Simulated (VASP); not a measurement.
A run of VASP 6.6.1:

INCAR

```
ALGO     = Normal         # electronic algorithm
EDIFF    = 1E-6           # SCF threshold, eV
ENCUT    = 500            # plane-wave cutoff, eV
GGA      = PS             # functional
GGA_COMPAT= F            
ISIF     = 2              # what is computed and relaxed
ISMEAR   = 0              # smearing method
IVDW     = 13             # dispersion correction
LASPH    = T              # aspherical terms in the spheres
LCHARG   = F              # write CHGCAR
LREAL    = F              # projectors in reciprocal space
LWAVE    = F              # write WAVECAR
NBANDS   = 8              # bands
NELM     = 120            # most SCF steps
PREC     = Accurate       # precision mode
SIGMA    = 0.1            # smearing width, eV
```

The input KPOINTS:

```
k-points
0
Gamma
  18 18 18
```

Contents of POSCAR:

```
P
1.0
    2.2941455954      0.0000000000      0.0000000000
    0.0000000000      2.2941455954      0.0000000000
    0.0000000000      0.0000000000      2.2941455954
P
1
Direct
    0.0000000000      0.0000000000      0.0000000000
```

Potentials or basis: VASP PAW PBE potentials, release 64 (P).

Command:

```sh
$ cat potpaw_PBE.64/P/POTCAR > POTCAR
$ mpirun -np 1 vasp_std > vasp.out
```

Hardware: 1 thread of Intel(R) Xeon(R) 6975P-C (Granite Rapids) (shared host).

Task: Estimate the wall time of this run.

Result: It took 6.7 s on 1 thread of Intel(R) Xeon(R) 6975P-C (Granite Rapids) (shared host), peak memory 0.12 GiB. Counts: scf iterations 10, k points 220.
